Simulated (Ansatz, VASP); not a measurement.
## K in VASP and in Ansatz

```
K
1.0
    -2.61145    2.61145    2.61800
     2.61145   -2.61145    2.61800
     2.62454    2.62454   -2.61800
K
1
Direct
  0.00000 0.00000 0.00000
```

Change from the starting cell: strain +0.0050 x Voigt [0, 0, 0, 0, 0, 1], atoms carried along.

Alike in both runs: task single point; functional PBEsol; k mesh 14 × 14 × 14; occupations gaussian, width 0.15 eV; no spin polarisation.

|  | VASP | Ansatz |
| --- | --- | --- |
| version | VASP 6.6.1 | Ansatz 0.2.0 |
| potentials or method | VASP PAW PBE potentials, release 64 (K_sv), cutoff 520 eV | scalar-relativistic, plane waves, PAW |
| valence electrons in the cell | 9 | 9 |

```tsv
	VASP	Ansatz	Ansatz less VASP
gap on the k mesh at the Fermi level (eV)	none	none	-
pressure (GPa)	-0.1	0.0	+0.01
```

VASP's potentials were made for PBE, not for PBEsol. A gap of «none» marks a metal or a gap that the smearing closes.
